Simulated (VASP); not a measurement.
Runs of VASP 6.6.1 on Sc2BP3. The structure is that of space group P-4m2 (No. 115), or close to it. The cells are those of the table. 

```csv
task,cell,k mesh,cutoff (eV),gap on the mesh (eV),pressure (GPa),largest force (eV/Å)
relaxation of cell and atoms,"relaxed from a = 3.605, b = 3.605, c = 7.953 Å, 6 atoms",6 × 6 × 2,600,none,-0.2,0.04
single point,"a = 3.238, b = 3.238, c = 8.380 Å, 6 atoms",12 × 12 × 6,520,none,0.1,0.01
single point,"a = 3.605, b = 3.605, c = 7.953 Å, 6 atoms",6 × 6 × 2,520,none,(a),0.21
single point,"a = 3.237, b = 3.237, c = 8.384 Å, 6 atoms",6 × 6 × 2,520,none,0.1,0.01
```

Alike in all rows: level PBE; potentials or basis VASP PAW PBE potentials, release 64 (Sc_sv, B, P); no spin polarisation; smearing gaussian 0.1 eV.

Task: Estimate the missing entries.

Result: (a) -9.4.

Caveats: some runs use coarse meshes.

A gap of «none» marks levels without a gap at the run's occupations.
